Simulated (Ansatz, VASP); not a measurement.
## NaI in VASP and in Ansatz

INCAR

```
SYSTEM = NaI
ALGO = Normal
EDIFF = 1E-8
ENCUT = 520
GGA = PE
ISIF = 2
ISMEAR = -1
LASPH = .True.
LCHARG = .False.
LEFG = .True.
LREAL = .False.
LWAVE = .False.
NBANDS = 14
NELM = 80
PREC = Accurate
SIGMA = 0.01
```

KPOINTS

```
k-points
0
Gamma
  7 7 7
  0 0 0
```

Contents of POSCAR:

```
NaI
1.0
    0.0000000000      3.1708944983      3.1708944983
    3.1708944983      0.0000000000      3.1708944983
    3.1708944983      3.1708944983      0.0000000000
Na I
1 1
Direct
    0.0000000000      0.0000000000      0.0000000000
    0.5000000000      0.5000000000      0.5000000000
```

Input for Ansatz:

```yaml
crystal:
  lattice:
    - [0.0, 3.1708944983, 3.1708944983]
    - [3.1708944983, 0.0, 3.1708944983]
    - [3.1708944983, 3.1708944983, 0.0]
  atoms:
    - { symbol: Na, position: [0.0, 0.0, 0.0] }
    - { symbol: I, position: [0.5, 0.5, 0.5] }
kpoints:
  mp_grid: { grid: [7, 7, 7] }
scf:
  occupations: { method: fermi_dirac, width: 0.01 }
hamiltonian:
  xc: pbe
  pseudopotentials: { kind: paw }
output:
  forces: true
  stress: true
  eigenvalues: true
  efg: { contact_densities: true }
```

Change from the starting cell: volume scaled by 0.9405, PAW files.

Alike in both runs: task electric field gradients; functional PBE; k mesh 7 × 7 × 7; occupations fermi-dirac, width 0.01 eV; no spin polarisation.

|  | VASP | Ansatz |
| --- | --- | --- |
| version | VASP 6.6.1 | Ansatz 0.2.0 |
| potentials or method | VASP PAW PBE potentials, release 64 (Na_pv, I) | PAW with Ansatz's default frozen-core files, scalar-relativistic |
| plane-wave cutoff (eV) | 520 | 420 |
| valence electrons in the cell | 14 | 26 |

VASP gave:

* gap on the k mesh at the Fermi level (eV): 3.81
* pressure (GPa): 1.6

What did Ansatz give for the same quantities?

gap on the k mesh at the Fermi level (eV): 3.82; pressure (GPa): 1.6.

The functional is the same, so the differences come from potentials, cutoffs and numerics. VASP's potentials hold 14 valence electrons a cell and Ansatz's 26, so a difference there can come from the potentials and not from the codes.

Spin-orbit coupling is off throughout.
